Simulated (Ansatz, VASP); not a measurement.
## Two plane-wave programs on Zr

Contents of INCAR:

```
PREC = Accurate
ENCUT = 520
EDIFF = 1E-7
ISMEAR = -1
SIGMA = 0.05
LREAL = False
LASPH = True
NELM = 100
ALGO = Normal
ISIF = 2
LWAVE = False
LCHARG = True
GGA = PE
LELF = True
LVHAR = True
NBANDS = 19
```

The input KPOINTS:

```
regular mesh
0
Gamma
  15 15 8
```

File POSCAR:

```
Zr
1.0
    2.3871412565      0.0000000000      0.0000000000
   -1.1935706282      2.0673249705      0.0000000000
    0.0000000000      0.0000000000      4.2647780194
Zr
2
Direct
    0.3333333333      0.6666666667      0.2500000000
    0.6666666667      0.3333333333      0.7500000000
```

Input for Ansatz:

```yaml
crystal:
  lattice:
    - [2.3871412565, 0.0, 0.0]
    - [-1.1935706282, 2.0673249705, 0.0]
    - [0.0, 0.0, 4.2647780194]
  atoms:
    - { symbol: Zr, position: [0.3333333333, 0.6666666667, 0.25] }
    - { symbol: Zr, position: [0.6666666667, 0.3333333333, 0.75] }
kpoints:
  mp_grid: { grid: [15, 15, 8] }
  band_path:
    path:
      - [0.0, 0.0, 0.0]
      - [0.5, 0.0, 0.0]
      - [0.3333333333, 0.3333333333, 0.0]
      - [0.0, 0.0, 0.0]
      - [0.0, 0.0, 0.5]
      - [0.5, 0.0, 0.5]
      - [0.3333333333, 0.3333333333, 0.5]
      - [0.0, 0.0, 0.5]
      - [0.5, 0.0, 0.5]
    npoints: 8
scf:
  occupations: { method: fermi_dirac, width: 0.05 }
hamiltonian:
  xc: pbe
  pseudopotentials: { kind: paw }
output:
  forces: true
  stress: true
  eigenvalues: true
  populations: true
  dos: { projected: true, de: 0.2, e_range: [-14, 8] }
```

Change from the starting cell: volume scaled by 0.45, PAW files.

Alike in both runs: task single point; functional PBE; k mesh 15 × 15 × 8; occupations fermi-dirac, width 0.05 eV; no spin polarisation.

|  | VASP | Ansatz |
| --- | --- | --- |
| version | VASP 6.6.1 | Ansatz 0.2.0 |
| potentials or method | VASP PAW PBE potentials, release 64 (Zr_sv) | PAW with Ansatz's default frozen-core files, scalar-relativistic |
| plane-wave cutoff (eV) | 520 | 420 |
| valence electrons in the cell | 24 | 24 |

|  | VASP | Ansatz | Ansatz less VASP |
| --- | --- | --- | --- |
| pressure (GPa) | 274.2 | 271.4 | -2.80 |
| traceless stress, the component that is largest in VASP (GPa) | -0.76 | 0.20 | +0.959 |

Both programs put the cell under a high pressure, so it lies far from rest at this level. With one functional, cell and mesh, what is left measures potentials, basis and numerics.

Noted on VASP's run: the cell as given lies far from equilibrium.
